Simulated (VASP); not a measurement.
**SiNi3: single point with r2SCAN**

The system is SiNi3.

```
Si Ni
1.0
     3.49909    0.00000    0.00000
     0.00000    3.49909    0.00000
     0.00000    0.00000    3.49909
Si Ni
1 3
Direct
  0.00000 0.00000 0.00000
  0.00000 0.50000 0.50000
  0.50000 0.00000 0.50000
  0.50000 0.50000 0.00000
```

```json
{
  "Program": "VASP 6.6.1",
  "Task": "single point",
  "Functional": "r2SCAN",
  "Potentials or basis": "VASP PAW PBE potentials, release 64 (Si, Ni)",
  "Cutoff": "520 eV",
  "k mesh": "6 × 6 × 6",
  "Occupations": "fermi-dirac, width 0.02 eV",
  "Spin": "no spin polarisation",
  "Dipole correction": "no",
  "Further INCAR settings": "ALGO = Normal; EDIFF = 1e-06; NBANDS = 25"
}
```

```
Pressure               : -6.2 GPa
Band gap on the k mesh : zero (bands 17 and 18 overlap by 0.27 eV)
```

Levels at points of the mesh, in eV from the Fermi level:
| k point | band 14 | band 15 | band 16 | band 17 | band 18 | band 19 | band 20 | band 21 |
| --- | --- | --- | --- | --- | --- | --- | --- | --- |
| (0.00, 0.00, 0.00) | -0.74 | -0.74 | -0.37 | 0.03 | 0.03 | 0.03 | 5.31 | 6.57 |
| (0.50, 0.00, 0.00) | -1.36 | -1.24 | -0.67 | 0.03 | 3.78 | 3.78 | 5.49 | 5.49 |
| (0.50, 0.50, 0.00) | -1.55 | -1.18 | -1.07 | -0.97 | 0.64 | 0.64 | 5.88 | 6.83 |
| (0.50, 0.50, 0.50) | -1.32 | -1.32 | -0.47 | -0.23 | -0.23 | -0.23 | 1.38 | 4.23 |

It took 2.8 min on 1 thread of Intel Xeon 8259CL, on a shared host, peak memory 0.17 GiB.

Caveat: the cell stands under tension; the PAW data sets were made with another functional, which shifts forces and pressure a little. Spin polarisation is off, so any magnetic state and its effect on volume and gap are missing.
